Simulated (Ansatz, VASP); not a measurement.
BN: VASP beside Ansatz

File INCAR:

```
ALGO = Normal
EDIFF = 1E-7
ENCUT = 520
GGA = RE
ISIF = 2
ISMEAR = -1
LASPH = T
LCHARG = T
LELF = T
LREAL = F
LVHAR = T
LWAVE = F
NBANDS = 11
NELM = 100
PREC = Accurate
SIGMA = 0.05
```

KPOINTS

```
k-points
0
Gamma
  13 13 13
```

Contents of POSCAR:

```
BN
1.0
    0.0000000000      1.8130010000      1.8130010000
    1.8130010000      0.0000000000      1.8130010000
    1.8130010000      1.8130010000      0.0000000000
N B
1 1
Direct
    0.2500000000      0.2500000000      0.2500000000
    0.0000000000      0.0000000000      0.0000000000
```

input.yaml

```yaml
crystal:
  lattice:
    - [0.0, 1.813001, 1.813001]
    - [1.813001, 0.0, 1.813001]
    - [1.813001, 1.813001, 0.0]
  atoms:
    - { symbol: "N", position: [0.25, 0.25, 0.25] }
    - { symbol: B, position: [0.0, 0.0, 0.0] }
kpoints:
  mp_grid: { grid: [13, 13, 13] }
  band_path:
    path:
      - [0.0, 0.0, 0.0]
      - [0.5, 0.0, 0.5]
      - [0.5, 0.25, 0.75]
      - [0.375, 0.375, 0.75]
      - [0.0, 0.0, 0.0]
      - [0.5, 0.5, 0.5]
      - [0.625, 0.25, 0.625]
      - [0.5, 0.25, 0.75]
    npoints: 8
scf:
  occupations: { method: fermi_dirac, width: 0.05 }
hamiltonian:
  xc: revpbe
  pseudopotentials: { kind: all_electron, lapw: { basis_error: 0.001 } }
output:
  forces: true
  stress: true
  eigenvalues: true
```

Alike in both runs: functional revPBE; k mesh 13 × 13 × 13; occupations fermi-dirac, width 0.05 eV; no spin polarisation.

|  | VASP | Ansatz |
| --- | --- | --- |
| version | VASP 6.6.1 | Ansatz 0.2.0 |
| potentials or method | VASP PAW PBE potentials, release 64 (N, B), cutoff 520 eV | all-electron LAPW, scalar-relativistic |
| task | single point | band structure |

```csv
,VASP,Ansatz,Ansatz less VASP
gap on the k mesh at the Fermi level (eV),4.54,4.55,+0.013
least direct gap on the mesh (eV),8.82,8.83,+0.013
pressure (GPa),4.2,4.0,-0.24
```

VASP's potentials were made for PBE, not for revPBE. Ansatz ran all-electron here, and VASP with PAW potentials.
